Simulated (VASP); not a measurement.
A run of VASP 6.6.1:

Contents of INCAR:

```
PREC = Accurate ; ENCUT = 520
EDIFF = 1E-7 ; ISMEAR = 0
SIGMA = 0.05 ; LREAL = F
LASPH = T ; NELM = 150
ALGO = Normal ; ISIF = 2
LWAVE = F ; LCHARG = T
ISPIN = 2 ; MAGMOM = 2 0
LORBIT = 11 ; LMAXMIX = 4
LDAU = T ; LDAUTYPE = 2
LDAUL = 2 -1 ; LDAUU = 4.2 0
LDAUJ = 0 0 ; LDAUPRINT = 1
GGA = CA ; LELF = T
LVHAR = T ; NBANDS = 19
```

The input KPOINTS:

```
regular mesh
0
Gamma
  12 12 12
```

The input POSCAR:

```
NiO
1.0
    0.0000000000      2.0913095126      2.0913095126
    2.0913095126      0.0000000000      2.0913095126
    2.0913095126      2.0913095126      0.0000000000
Ni O
1 1
Direct
    0.0000000000      0.0000000000      0.0000000000
    0.5000000000      0.5000000000      0.5000000000
```

Potentials or basis: VASP PAW LDA potentials, release 64 (Ni, O).

Launch:

```sh
$ cat potpaw_LDA.64/Ni/POTCAR potpaw_LDA.64/O/POTCAR > POTCAR
$ mpirun -np 1 vasp_std > vasp.out
```

Hardware: 1 thread of AMD EPYC 9R45 96-Core Processor (Zen 5) (shared host).

Task: Estimate the wall time of this run.

Result: Wall time 41 s on 1 thread of AMD EPYC 9R45 96-Core Processor (Zen 5), on a shared host, peak memory 0.13 GiB. Counts: scf iterations 16, k points 72.
